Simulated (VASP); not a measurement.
Wanted: the native input for a VASP 6.6.1 run.

| Quantity | Value |
| --- | --- |
| Task | single point |
| Functional | PBE |
| Potentials or basis | VASP PAW PBE potentials, release 64 (Cd, Se) |
| Cutoff | 520 eV |
| k mesh | 6 × 6 × 2 |
| Occupations | gaussian, width 0.1 eV |
| Spin | no spin polarisation |
| Dipole correction | no |
| Further INCAR settings | ALGO = Normal; EDIFF = 1e-06; NBANDS = 26 |

The structure of CdSe4 lies in POSCAR:

```
CdSe4
1.0
    3.9010892703      0.0000000032      0.0000000000
   -1.9505446379      3.3784424089      0.0000000000
    0.0000000000      0.0000000000      8.9302240698
Cd Se
1 4
Direct
    0.0000000000      0.0000000000      0.0000000000
    0.3333333333      0.6666666667      0.8128698038
    0.3333333333      0.6666666667      0.4094016869
    0.6666666667      0.3333333333      0.1871301962
    0.6666666667      0.3333333333      0.5905983131
```

The cell was built from a structure type or drawn by symmetry, and may not be a known phase.

The input as run:

INCAR

```
PREC = Accurate
ENCUT = 520
EDIFF = 1E-6
ISMEAR = 0
SIGMA = 0.1
LREAL = False
LASPH = True
NELM = 80
ALGO = Normal
ISIF = 2
LWAVE = False
LCHARG = False
GGA = PE
NBANDS = 26
```

KPOINTS

```
regular mesh
0
Gamma
  6 6 2
```

Potentials or basis: VASP PAW PBE potentials, release 64 (Cd, Se).

Launch:

```console
$ cat potpaw_PBE.64/Cd/POTCAR potpaw_PBE.64/Se/POTCAR > POTCAR
$ mpirun -np 1 vasp_std > vasp.out
```

Results of the run:

| Item | Value |
| --- | --- |
| Pressure | 0.2 GPa |
| Largest force | 0.020 eV/Å |
| Band gap on the k mesh | zero (bands 18 and 19 overlap by 0.31 eV) |

Caveat: semilocal functionals underestimate gaps, so a narrow gap can read as zero.

It took 48 s on 1 thread of Intel(R) Xeon(R) Platinum 8259CL CPU @ 2.50GHz (Skylake/Cascade Lake), on a shared host, peak memory 0.25 GiB.
